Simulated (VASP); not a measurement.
Here is a VASP 6.6.1 calculation.

File INCAR:

```
PREC = Accurate
ENCUT = 520
EDIFF = 1E-7
ISMEAR = -1
SIGMA = 0.05
LREAL = F
LASPH = T
NELM = 80
ALGO = Normal
ISIF = 2
LWAVE = F
LCHARG = F
GGA = CA
NBANDS = 13
```

Contents of KPOINTS:

```
regular mesh
0
Gamma
  11 11 10
```

The input POSCAR:

```
Ge
1.0
    1.3877169496     -2.4433475156      0.0000000000
    1.3877169496      2.4433475156      0.0000000000
    0.0000000000      0.0000000000      2.6493406009
Ge
1
Direct
    0.5000000000      0.5000000000      0.0000000000
```

Potentials or basis: VASP PAW LDA potentials, release 64 (Ge_d).

Launch:

```sh
$ cat potpaw_LDA.64/Ge_d/POTCAR > POTCAR
$ mpirun -np 1 vasp_std > vasp.out
```

Problem. Estimate the band gap on the k mesh.

Solution. Zero (bands 7 and 8 overlap by 9.39 eV).

Problem. Estimate the pressure.

Solution. 0.1 GPa.
